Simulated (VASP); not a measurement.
# ZnS (Imm2) in VASP: single point with HSE06

Aim: the single point of ZnS with HSE06.

Program: VASP 6.6.1. These are calculated values, not measurements. Logs are shortened: lines on timing, memory, paths and dates and some standing lists are left out, and cuts for length are marked.

**1. The cell of the first run**

The structure is orthorhombic, space group Imm2 (No. 44). The conventional cell has a = 3.750 Å, b = 3.818 Å, c = 5.303 Å, α = 90.00°, β = 90.00°, γ = 90.00°. Within 3.0 Å of Zn (site symmetry mm2) lie 4 S at 2.31 Å. S (site symmetry mm2) has 4 Zn at 2.31 Å within 3.0 Å.

**2. Single point, HSE06, non-collinear spin, zero start, spin-orbit coupling**

File POSCAR:

```
ZnS
1.0
    0.0238832352      2.6755051784      2.6516219431
    2.6755051784      0.0238832352      2.6516219431
    2.6993884136      2.6993884136      0.0000000000
Zn S
1 1
Direct
    0.0017168734      0.0017168734     -0.0017168734
    0.2482831266      0.2482831266      0.2517168734
```

File INCAR.step1:

```
SYSTEM = ZnS
ALGO = Normal ; EDIFF = 1E-5
ENCUT = 400 ; GGA = PE
GGA_COMPAT = .FALSE. ; ISIF = 2
ISMEAR = 0 ; LASPH = .TRUE.
LCHARG = .FALSE. ; LORBIT = 11
LORBMOM = .TRUE. ; LREAL = .FALSE.
LSORBIT = .TRUE. ; LWAVE = .TRUE.
MAGMOM = 0 0 0 0 0 0 ; NBANDS = 30
NELM = 200 ; PREC = Accurate
SIGMA = 0.01
```

File INCAR.step2:

```
SYSTEM = ZnS
ALGO = Normal ; EDIFF = 1E-6
ENCUT = 400 ; GGA = PE
GGA_COMPAT = .FALSE. ; HFSCREEN = 0.2079
ISIF = 2 ; ISMEAR = 0
ISTART = 1 ; LASPH = .TRUE.
LCHARG = .FALSE. ; LHFCALC = .TRUE.
LORBIT = 11 ; LORBMOM = .TRUE.
LREAL = .FALSE. ; LSORBIT = .TRUE.
LWAVE = .FALSE. ; MAGMOM = 0 0 0 0 0 0
NBANDS = 30 ; NELM = 200
PREC = Accurate ; PRECFOCK = Normal
SIGMA = 0.01
```

File KPOINTS:

```
k-points
0
G
  4 4 4
  0 0 0
```

Potentials or basis: VASP PAW PBE potentials, release 64 (Zn, S).

The run is started by

```console
> cat potpaw_PBE.64/Zn/POTCAR potpaw_PBE.64/S/POTCAR > POTCAR
> cp INCAR.step1 INCAR
> mpirun -np 1 vasp_ncl > vasp.out
> cp INCAR.step2 INCAR
> mpirun -np 1 vasp_ncl > vasp.out
```

OUTCAR:

```text
SYSTEM = ZnS
   EDIFF = 1E-6
   ENCUT = 400
   GGA = PE
   HFSCREEN = 0.2079
   ISIF = 2
   ISMEAR = 0
   ISTART = 1
   LASPH = .TRUE.
   LHFCALC = .TRUE.
   LORBIT = 11
   LREAL = .FALSE.
   LSORBIT = .TRUE.
   NELM = 200
   PREC = Accurate
   PRECFOCK = Normal

 ion  position               nearest neighbor table
   1  0.002  0.002  0.998-   2 2.31   2 2.31   2 2.31   2 2.31
   2  0.248  0.248  0.252-   1 2.31   1 2.31   1 2.31   1 2.31

  LATTYP: Found a body centered orthorhombic cell.
 ALAT       =     3.7499597144
 B/A-ratio  =     1.0180140576
 C/A-ratio  =     1.4142135623

  Lattice vectors:

 A1 = (   2.6755051784,   0.0238832352,  -2.6516219431)
 A2 = (  -2.6755051784,  -0.0238832352,  -2.6516219431)
 A3 = (   0.0238832352,   2.6755051784,   2.6516219431)

Analysis of symmetry for initial positions (statically):
=====================================================================
 Subroutine PRICEL returns:
 Original cell was already a primitive cell.

 Routine SETGRP: Setting up the symmetry group for a
 body centered orthorhombic supercell.

 Subroutine GETGRP returns: Found  4 space group operations
 (whereof  4 operations were pure point group operations)
 out of a pool of  8 trial point group operations.

The static configuration has the point symmetry C_2v.

Analysis of symmetry for dynamics (positions and initial velocities):
=====================================================================
 Subroutine PRICEL returns:
 Original cell was already a primitive cell.

 Routine SETGRP: Setting up the symmetry group for a
 body centered orthorhombic supercell.

 Subroutine GETGRP returns: Found  4 space group operations
 (whereof  4 operations were pure point group operations)
 out of a pool of  8 trial point group operations.

The dynamic configuration has the point symmetry C_2v.

Analysis of structural, dynamic, and magnetic symmetry:
=====================================================================
 Subroutine PRICEL returns:
 Original cell was already a primitive cell.

 Routine SETGRP: Setting up the symmetry group for a
 body centered orthorhombic supercell.

 Subroutine GETGRP returns: Found  4 space group operations
 (whereof  4 operations were pure point group operations)
 out of a pool of  8 trial point group operations.

The overall configuration has the point symmetry C_2v.

 Subroutine INISYM returns: Found  4 space group operations
 (whereof  4 operations are pure point group operations),
 and found     1 'primitive' translations

----------------------------------------------------------------------------------------

                                     Primitive cell

  volume of cell :      37.9593

  direct lattice vectors                    reciprocal lattice vectors
     0.023883235  2.675505178  2.651621943    -0.188563834  0.188563834  0.188563834
     2.675505178  0.023883235  2.651621943     0.188563834 -0.188563834  0.188563834
     2.699388414  2.699388414  0.000000000     0.185227142  0.185227142 -0.188563834

  length of vectors
     3.766961282  3.766961282  3.817511705     0.326602141  0.326602141  0.322760759

  position of ions in fractional coordinates (direct lattice)
     0.001716873  0.001716873  0.998283127
     0.248283127  0.248283127  0.251716873

  ion indices of the primitive-cell ions
   primitive index   ion index
                 1           1
                 2           2

----------------------------------------------------------------------------------------

 KPOINTS: k-points

Automatic generation of k-mesh.
 Grid dimensions read from file:
 generate k-points for:    4    4    4

 Generating k-lattice:

  Cartesian coordinates                     Fractional coordinates (reciprocal lattice)
    -0.047140959  0.047140959  0.047140959     0.250000000  0.000000000  0.000000000
     0.047140959 -0.047140959  0.047140959     0.000000000  0.250000000  0.000000000
     0.046306785  0.046306785 -0.047140959     0.000000000  0.000000000  0.250000000

  Length of vectors
     0.081650535  0.081650535  0.080690190

  Shift w.r.t. Gamma in fractional coordinates (k-lattice)
     0.000000000  0.000000000  0.000000000

 Subroutine IBZKPT returns following result:
 ===========================================

 Found     26 irreducible k-points:

 Following reciprocal coordinates:
            Coordinates               Weight
  0.000000  0.000000  0.000000      1.000000
  0.250000  0.000000  0.000000      2.000000
 -0.250000  0.000000  0.000000      2.000000
  0.500000  0.000000  0.000000      2.000000
  0.250000  0.250000  0.000000      1.000000
[... 59 lines left out ...]
  volume/ion in A,a.u.               =      18.98       128.08
  Fermi-wavevector in a.u.,A,eV,Ry     =   1.276614  2.412450 22.173990  1.629742
  Thomas-Fermi vector in A             =   2.409260
   LORBIT       =     11    0 simple, 1 ext, 2 COOP (PROOUT), +10 PAW based schemes
   GGA     = PE    functional components
   LHFCALC =     T    Hartree Fock is set to
   PRECFOCK=normal    Normal, Fast or Accurate (Low or Medium for compatibility)
   ENCUT4O =  -1.0   cutoff for four orbital integrals eV
   NKREDX  =     1    reduce k-point grid by
   NKREDY  =     1    reduce k-point grid by
   NKREDZ  =     1    reduce k-point grid by
   AEXX    =    0.2500 exact exchange contribution
   HFSCREEN=    0.2079 screening length (either q_TF or 0.3 A-1)
   HFSCREENC=   0.2079 screening length for correlation (either q_TF or 0.3 A-1)
   ENCUTFOCK=  -1.0 apply spherical cutoff to Coloumb kernel
   IVDW    =     0    specifies the selected vdW correction
   LEPSILON=     F    determine dielectric tensor
   LRPA    =     F    only Hartree local field effects (RPA)
 Gauss-broadening in eV      SIGMA  =   0.01
  energy-cutoff  :      400.00
  volume of cell :       37.96
 maximum number of plane-waves:      1408
 NGX is ok and might be reduce to    28
  NGX = 20; NGY = 20; NGZ = 20

 number of electron      18.0000010 magnetization      -0.0000000     -0.0000000     -0.0000000

 number of electron      18.0000010 magnetization       0.0000000      0.0000000      0.0000000

 Free energy of the ion-electron system (eV)
  ---------------------------------------------------
  ext. energy  EPLUGINS =         0.00000000
  ---------------------------------------------------
  free energy    TOTEN  =        -8.30905588 eV

  energy without entropy =       -8.30905588  energy(sigma->0) =       -8.30905588

 E-fermi :   1.9461     XC(G=0):  -8.1085

 val. band max:        1.8148404569   @ k =   0.0000   0.0000   0.0000
 cond. band min:       5.2771140381   @ k =   0.0000   0.0000   0.0000
 fundamental gap:      3.4622735812
 Fermi energy:         1.9460524605

 k-point     1 :       0.0000    0.0000    0.0000
  band No.  band energies     occupation
      1     -12.8448      1.00000
      2     -12.8448      1.00000
      3      -6.3534      1.00000
      4      -6.3534      1.00000
      5      -6.3474      1.00000
      6      -6.3474      1.00000
[... 781 lines left out ...]
     29      17.1474      0.00000
     30      17.1474      0.00000

 [... further k-points ...]

------------------------ aborting loop because EDIFF is reached ----------------------------------------

  FORCE on cell =-STRESS in cart. coord.  units (eV):
  Direction    XX          YY          ZZ          XY          YZ          ZX
  --------------------------------------------------------------------------------------
  -------------------------------------------------------------------------------------
  Total        0.9679694      0.9679694      1.0513333     -0.2131031      0.0000000      0.0000000
  in kB       40.8557926     40.8557926     44.3743945     -8.9945990      0.0000000      0.0000000
  external PRESSURE =      42.0286599 kB  Pullay stress =       0.0000000 kB

 VOLUME and BASIS-vectors are now :
 -----------------------------------------------------------------------------
  energy-cutoff  :      400.00
  volume of cell :       37.96
      direct lattice vectors                 reciprocal lattice vectors
     0.023883235  2.675505178  2.651621943    -0.188563834  0.188563834  0.188563834
     2.675505178  0.023883235  2.651621943     0.188563834 -0.188563834  0.188563834
     2.699388414  2.699388414  0.000000000     0.185227142  0.185227142 -0.188563834

 POSITION                                       TOTAL-FORCE (eV/Angst)
 -----------------------------------------------------------------------------------
      2.69939      2.69939      0.00910         0.000000      0.000000      0.005322
      1.34969      1.34969      1.31671        -0.000000     -0.000000     -0.005322
 -----------------------------------------------------------------------------------
    total drift:                               -0.000001     -0.000001     -0.001166

  FREE ENERGIE OF THE ION-ELECTRON SYSTEM (eV)
  ---------------------------------------------------
  free  energy   TOTEN  =        -8.3090558826 eV

  energy  without entropy=       -8.3090558826  energy(sigma->0) =       -8.30905588

 orbital moment (x)

 # of ion     p       d       tot
 ----------------------------------------
  1         0.000   0.000   0.000
  2         0.000   0.000   0.000
 ----------------------------------------
            0.000   0.000   0.000

 orbital moment (y)

 # of ion     p       d       tot
 ----------------------------------------
  1         0.000   0.000   0.000
  2         0.000   0.000   0.000
 ----------------------------------------
            0.000   0.000   0.000

 orbital moment (z)

 # of ion     p       d       tot
 ----------------------------------------
  1         0.000  -0.000  -0.000
  2        -0.000   0.000  -0.000
 ----------------------------------------
           -0.000  -0.000  -0.000

 Spin-Orbit-Coupling matrix elements

 Ion:    1  E_soc:     -0.0076733
 l=   1
     0.0000000    -0.0003792    -0.0003800
    -0.0003792     0.0000000    -0.0003792
    -0.0003800    -0.0003792     0.0000000
 l=   2
     0.0000000    -0.0001846     0.0000000    -0.0001846    -0.0007147
    -0.0001846     0.0000000    -0.0005361    -0.0001846    -0.0001787
     0.0000000    -0.0005361     0.0000000    -0.0005361     0.0000000
    -0.0001846    -0.0001846    -0.0005361     0.0000000    -0.0001788
    -0.0007147    -0.0001787     0.0000000    -0.0001788     0.0000000
 l=   3
     0.0000000     0.0000000     0.0000000     0.0000000     0.0000000     0.0000000     0.0000000
     0.0000000     0.0000000     0.0000000     0.0000000     0.0000000     0.0000000     0.0000000
     0.0000000     0.0000000     0.0000000     0.0000000     0.0000000     0.0000000     0.0000000
     0.0000000     0.0000000     0.0000000     0.0000000     0.0000000     0.0000000     0.0000000
     0.0000000     0.0000000     0.0000000     0.0000000     0.0000000     0.0000000     0.0000000
     0.0000000     0.0000000     0.0000000     0.0000000     0.0000000     0.0000000     0.0000000
     0.0000000     0.0000000     0.0000000     0.0000000     0.0000000     0.0000000     0.0000000

 Ion:    2  E_soc:     -0.0016802
 l=   1
     0.0000000    -0.0002803    -0.0002796
    -0.0002803     0.0000000    -0.0002803
    -0.0002796    -0.0002803     0.0000000
 l=   2
     0.0000000     0.0000000     0.0000000     0.0000000     0.0000000
     0.0000000     0.0000000     0.0000000     0.0000000     0.0000000
     0.0000000     0.0000000     0.0000000     0.0000000     0.0000000
     0.0000000     0.0000000     0.0000000     0.0000000     0.0000000
     0.0000000     0.0000000     0.0000000     0.0000000     0.0000000
 l=   3
     0.0000000     0.0000000     0.0000000     0.0000000     0.0000000     0.0000000     0.0000000
     0.0000000     0.0000000     0.0000000     0.0000000     0.0000000     0.0000000     0.0000000
     0.0000000     0.0000000     0.0000000     0.0000000     0.0000000     0.0000000     0.0000000
     0.0000000     0.0000000     0.0000000     0.0000000     0.0000000     0.0000000     0.0000000
     0.0000000     0.0000000     0.0000000     0.0000000     0.0000000     0.0000000     0.0000000
     0.0000000     0.0000000     0.0000000     0.0000000     0.0000000     0.0000000     0.0000000
     0.0000000     0.0000000     0.0000000     0.0000000     0.0000000     0.0000000     0.0000000

 total charge

# of ion       s       p       d       tot
------------------------------------------
    1        0.496   0.505   9.843  10.844
    2        1.302   2.497   0.000   3.799
--------------------------------------------------
tot          1.798   3.002   9.843  14.644

 magnetization (x)

# of ion       s       p       d       tot
------------------------------------------
    1       -0.000   0.000   0.000  -0.000
    2        0.000   0.000   0.000   0.000
--------------------------------------------------
tot         -0.000   0.000   0.000  -0.000

 magnetization (y)

# of ion       s       p       d       tot
------------------------------------------
    1        0.000   0.000   0.000   0.000
    2        0.000   0.000   0.000   0.000
--------------------------------------------------
tot          0.000   0.000   0.000   0.000

 magnetization (z)

# of ion       s       p       d       tot
------------------------------------------
    1        0.000   0.000   0.000   0.000
    2        0.000   0.000   0.000   0.000
--------------------------------------------------
tot          0.000   0.000   0.000   0.000
```

Wall time 1.9 h (1 thread of Intel Xeon 8259CL, shared host); peak memory 0.37 GiB.

What came out:

```
Free energy                                           : -8.3091 eV
Pressure                                              : 4.2 GPa
Largest force                                         : 0.005 eV/Å
Net moment                                            : 0.00 μB per cell
Valence electrons inside the program's atomic spheres : Zn 10.84; S 3.80
```

Forces on the atoms (eV/Å):
```
Zn   0.000  0.000  0.005
S    0.000  0.000 -0.005
```

Moments on the atoms (μB; x, y, z):
```
Zn  0.00 0.00 0.00
S   0.00 0.00 0.00
```

Caveat: the k points lie up to 0.51 Å⁻¹ apart; the PAW data sets were made with another functional, which shifts forces and pressure a little.
